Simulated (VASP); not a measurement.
BP, 2 atoms in the cell. Symmetry: F-43m, No. 216, cubic system. The conventional cell has a = 4.538 Å, b = 4.538 Å, c = 4.538 Å, α = 90.00°, β = 90.00°, γ = 90.00°. Within 2.6 Å of P (site symmetry -43m) lie 4 B at 1.97 Å. Within 2.6 Å of B (site symmetry -43m) lie 4 P at 1.97 Å. 

- Program: VASP 6.6.1
- Task: relaxation of cell and atoms
- Functional: PBEsol
- Potentials or basis: VASP PAW PBE potentials, release 64 (P, B)
- Cutoff: 600 eV
- k mesh: 10 × 10 × 10
- Occupations: fermi-dirac, width 0.05 eV
- Spin: no spin polarisation
- Target pressure: 2 GPa
- Dipole correction: no
- Further INCAR settings: ALGO = Normal; EDIFF = 1e-06; IBRION = 2; EDIFFG = -0.01; NSW = 60; ISIF = 3

Potentials or basis: VASP PAW PBE potentials, release 64 (P, B).

The run is started by

```sh
$ cat potpaw_PBE.64/P/POTCAR potpaw_PBE.64/B/POTCAR > POTCAR
$ mpirun -np 1 vasp_std > vasp.out
```

Hardware: 1 thread of Intel(R) Xeon(R) Platinum 8259CL CPU @ 2.50GHz (Skylake/Cascade Lake), on a shared host.

How long does it take, and how much memory?

It took 24 s on 1 thread of Intel(R) Xeon(R) Platinum 8259CL CPU @ 2.50GHz (Skylake/Cascade Lake) (shared host), peak memory 0.15 GiB. Counts: scf iterations 24, k points 47, ion steps 3.
